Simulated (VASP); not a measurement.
A run of VASP 6.6.1 is set up as follows.

INCAR

```
PREC = Accurate
ENCUT = 520
EDIFF = 1E-6
ISMEAR = 0
SIGMA = 0.15
LREAL = False
LASPH = True
NELM = 60
ALGO = Normal
ISIF = 2
LWAVE = False
LCHARG = True
GGA = PS
LELF = True
LVHAR = True
NBANDS = 12
```

Contents of KPOINTS:

```
regular mesh
0
Gamma
  16 16 16
```

File POSCAR:

```
Y
1.0
    0.0000000000      2.2862000000      2.4850000000
    2.2862000000      0.0000000000      2.4850000000
    2.2862000000      2.2862000000      0.0000000000
Y
1
Direct
    0.0000000000      0.0000000000      0.0000000000
```

Potentials or basis: VASP PAW PBE potentials, release 64 (Y_sv).

Run with:

```console
$ cat potpaw_PBE.64/Y_sv/POTCAR > POTCAR
$ mpirun -np 1 vasp_std > vasp.out
```

Problem. What does it give for the pressure?

Solution. 9.1 GPa.

Problem. What does it give for the band gap on the k mesh?

Solution. Zero (an odd number of electrons rules out a gap without spin polarisation).

Stress tensor (GPa, compression positive):
```
10.15  0.00  0.00
 0.00 10.15  0.00
 0.00  0.00  7.05
```

Caveat: the cell differs from its parent crystal (strain -0.080 along x and y, +0.000 along z); the cell stands under pressure; the PAW data sets were made with another functional, which shifts forces and pressure a little.
